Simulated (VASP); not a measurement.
Write the native input for VASP 6.6.1 that does the following.

| Property | Result |
| --- | --- |
| Task | relaxation of cell and atoms |
| Functional | r2SCAN |
| Potentials or basis | VASP PAW PBE potentials, release 64 (Pd) |
| Cutoff | 600 eV |
| k mesh | 18 × 18 × 18 |
| Occupations | gaussian, width 0.1 eV |
| Spin | no spin polarisation |
| Dipole correction | no |
| Further INCAR settings | ALGO = Normal; EDIFF = 1e-06; IBRION = 2; EDIFFG = -0.005; NSW = 100; ISIF = 3 |

The system is Pd.

```
CELL_PARAMETERS angstrom
0.00000 1.94650 1.94650
1.94650 0.00000 1.94650
1.94650 1.94650 0.00000
ATOMIC_POSITIONS crystal
Pd 0.00000 0.00000 0.00000
```

One way to write it, as run:

POSCAR

```
Pd
1.0
    0.0000000000      1.9465000000      1.9465000000
    1.9465000000      0.0000000000      1.9465000000
    1.9465000000      1.9465000000      0.0000000000
Pd
1
Direct
    0.0000000000      0.0000000000      0.0000000000
```

INCAR.step1

```
SYSTEM = Pd
ALGO = Normal
EDIFF = 1E-4
ENCUT = 600
GGA = PE
ISMEAR = 0
LASPH = .TRUE.
LCHARG = .FALSE.
LREAL = .FALSE.
LWAVE = .TRUE.
NELM = 100
PREC = Accurate
SIGMA = 0.1
```

INCAR.step2

```
SYSTEM = Pd
ALGO = Normal
EDIFF = 1E-6
EDIFFG = -0.005
ENCUT = 600
IBRION = 2
ISIF = 3
ISMEAR = 0
ISTART = 1
LASPH = .TRUE.
LCHARG = .FALSE.
LMIXTAU = .TRUE.
LREAL = .FALSE.
LWAVE = .FALSE.
METAGGA = R2SCAN
NELM = 100
NSW = 100
PREC = Accurate
SIGMA = 0.1
```

KPOINTS

```
k-points
0
G
  18 18 18
  0 0 0
```

Potentials or basis: VASP PAW PBE potentials, release 64 (Pd).

The run is started by

```console
$ cat potpaw_PBE.64/Pd/POTCAR > POTCAR
$ cp INCAR.step1 INCAR
$ mpirun -np 1 vasp_std > vasp.out
$ cp INCAR.step2 INCAR
$ mpirun -np 1 vasp_std > vasp.out
```

It gave:

```
Relaxed volume                         : 14.97 Å³/atom
Relaxed cell                           : a = 2.766 Å, b = 2.766 Å, c = 2.766 Å, α = 60.00°, β = 60.00°, γ = 60.00°
Space group after relaxing (to 0.05 Å) : Fm-3m (No. 225)
Energy gained by relaxing              : 1.9 meV/atom
Ionic steps                            : 3
Pressure after relaxing                : 0.1 GPa
Band gap on the k mesh                 : zero (band 5 reaches 9.67 eV, above the bottom of band 6 at 8.03 eV)
```

Caveat: the PAW data sets were made with another functional, which shifts forces and pressure a little.

Run time: 3.7 min on 1 thread of Intel(R) Xeon(R) Platinum 8488C (Sapphire Rapids), on a shared host, peak memory 0.19 GiB.
